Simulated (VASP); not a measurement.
Ti:

```xyz
2
Lattice="2.9500 0.0000 0.0000 -1.4750 2.5548 0.0000 0.0000 0.0000 4.6860" Properties=species:S:1:pos:R:3 pbc="T T T"
Ti    0.0000    1.7032    1.1715
Ti    1.4750    0.8516    3.5145
```

| Quantity | Value |
| --- | --- |
| Program | VASP 6.6.1 |
| Task | relaxation of cell and atoms |
| Functional | PBEsol |
| Potentials or basis | VASP PAW PBE potentials, release 64 (Ti_sv) |
| Cutoff | 500 eV |
| k mesh | 18 × 18 × 10 |
| Occupations | gaussian, width 0.1 eV |
| Spin | no spin polarisation |

At the start: pressure -6.2 GPa; volume 17.66 Å³/atom.

**Question.** Where does the relaxation end?

**Answer.** Over 7 steps the energy falls by 19.6 meV/atom and the volume is 16.68 Å³/atom (-5.5 %); space group P6_3/mmc (No. 194, to 0.1 Å) before and after.

The path:
```
step  energy change (eV)  largest force (eV/Å)  pressure (GPa)  volume (Å³)
   1              0.0000                0.0000           -6.15        35.32
   2             -0.0159                0.0000            5.51        31.96
   3             -0.0393                0.0000           -0.01        33.37
   4             -0.0393                0.0000            0.11        33.33
   5             -0.0393                0.0000           -0.06        33.38
   6             -0.0393                0.0000           -0.05        33.38
   7             -0.0393                0.0000           -0.01        33.37
```

Final structure:
```xyz
2
Lattice="2.8981 0.0000 0.0000 -1.4490 2.5098 0.0000 0.0000 0.0000 4.5875" Properties=species:S:1:pos:R:3 pbc="T T T"
Ti    0.0000    1.6732    1.1469
Ti    1.4490    0.8366    3.4407
```

Caveat: the PAW data sets were made with another functional, which shifts forces and pressure a little.
